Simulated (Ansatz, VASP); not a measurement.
## Tl in VASP and in Ansatz

```
Tl
1.0
     6.33379    0.00000    0.00000
     0.00000    6.33379    0.00000
     0.00000    0.00000    6.33379
Tl
8
Direct
  0.00000 0.00000 0.00000
  0.50000 0.50000 0.50000
  0.25000 0.00000 0.50000
  0.75000 0.00000 0.50000
  0.50000 0.25000 0.00000
  0.50000 0.75000 0.00000
  0.00000 0.50000 0.25000
  0.00000 0.50000 0.75000
```

Alike in both runs: functional PBE; k mesh 4 × 4 × 4; occupations fermi-dirac, width 0.1 eV; no spin polarisation.

Ansatz relaxed the structure, and its values are those at the end. VASP's run is a single point on that final structure, the one shown.

|  | VASP | Ansatz |
| --- | --- | --- |
| version | VASP 6.6.1 | Ansatz 0.2.0 |
| potentials or method | VASP PAW PBE potentials, release 64 (Tl_d), cutoff 520 eV | plane waves (420 eV) with PAW, scalar-relativistic |
| valence electrons in the cell | 104 | 104 |

Ansatz gave:

| Property | Result |
| --- | --- |
| pressure (GPa) | 0.0 |

Question: Estimate VASP's values.

Answer: Pressure (GPa): -0.1.

With one functional, cell and mesh, what is left measures potentials, basis and numerics.

Neither program's run includes spin-orbit coupling.
